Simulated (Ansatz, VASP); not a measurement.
**ScAlN2 in VASP and in Ansatz**

Contents of INCAR:

```
SYSTEM = ScAlN2
  PREC = Accurate
  ENCUT = 520
  EDIFF = 1E-6
  ISMEAR = 0
  SIGMA = 0.1
  LREAL = .False.
  LASPH = .True.
  NELM = 80
  ALGO = Normal
  ISIF = 2
  LWAVE = .False.
  LCHARG = .False.
  GGA = PE
  NBANDS = 20
```

The input KPOINTS:

```
Automatic mesh
0
Gamma
  6 6 4
  0 0 0
```

POSCAR

```
ScAlN2
1.0
    3.0786341900      0.0000000000      0.0000000000
   -1.5393171000      2.6661754200      0.0000000000
    0.0000000000      0.0000000000      5.5903218500
Sc Al N
1 1 2
Direct
    0.0000000000      0.0000000000      0.0000000000
    0.0000000000      0.0000000000      0.5000000000
    0.3333333300      0.6666666700      0.2350000000
    0.6666666700      0.3333333300      0.7650000000
```

Input for Ansatz:

```yaml
crystal:
  lattice:
    - [3.07863419, 0.0, 0.0]
    - [-1.5393171, 2.66617542, 0.0]
    - [0.0, 0.0, 5.59032185]
  atoms:
    - { symbol: Sc, position: [0.0, 0.0, 0.0] }
    - { symbol: Al, position: [0.0, 0.0, 0.5] }
    - { symbol: "N", position: [0.33333333, 0.66666667, 0.235] }
    - { symbol: "N", position: [0.66666667, 0.33333333, 0.765] }
basis:
  ecutwfc: 420
kpoints:
  mp_grid: { grid: [6, 6, 4] }
hamiltonian:
  xc: pbe
scf:
  occupations: { method: gaussian, width: 0.1 }
  lower_state_search: "off"
output:
  forces: true
  stress: true
  eigenvalues: true
```

Change from the starting cell: species swapped into the LiVS2 type (P-3m1, No. 164).

Alike in both runs: task single point; functional PBE; k mesh 6 × 6 × 4; occupations gaussian, width 0.1 eV; no spin polarisation.

|  | VASP | Ansatz |
| --- | --- | --- |
| version | VASP 6.6.1 | Ansatz 0.2.0 |
| potentials or method | VASP PAW PBE potentials, release 64 (Sc_sv, Al, N), cutoff 520 eV | scalar-relativistic, plane waves, PAW |
| valence electrons in the cell | 24 | 24 |

```csv
,VASP,Ansatz,Ansatz less VASP
gap on the k mesh at the Fermi level (eV),1.09,1.11,+0.019
least direct gap on the mesh (eV),1.39,1.40,+0.013
pressure (GPa),-12.7,-13.2,-0.54
"traceless stress, the component that is largest in VASP (GPa)",-20.92,-20.95,-0.029
rms of the force components (eV/Å),1.181,1.157,-0.0246
```

Atom by atom the forces differ by 0.025 eV/Å (rms over components).
